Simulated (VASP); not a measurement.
BiTe:

```xyz
2
Lattice="2.3733 1.3702 3.2496 -2.3733 1.3702 3.2496 0.0000 -2.7404 3.2496" Properties=species:S:1:pos:R:3 pbc="T T T"
Bi    0.0000    0.0000    4.8744
Te    0.0000    0.0000    0.0000
```

This cell differs from its parent crystal: volume scaled by 0.94.

Base run:

| Property | Result |
| --- | --- |
| Program | VASP 6.6.1 |
| Functional | PBEsol |
| Potentials or basis | VASP PAW PBE potentials, release 64 (Bi_d, Te) |
| Cutoff | 520 eV |
| k mesh | 7 × 7 × 7 |
| Occupations | fermi-dirac, width 0.05 eV |
| Spin | no spin polarisation |

Its results: pressure 0.8 GPa.

The run is repeated on the same cell with these changes: functional from PBEsol to LDA; potentials or basis from VASP PAW PBE potentials, release 64 (Bi_d, Te) to VASP PAW LDA potentials, release 64 (Bi_d, Te). What comes out?

Pressure -0.3 GPa.

Caveats: the PAW data sets were made with another functional, which shifts forces and pressure a little (some runs).
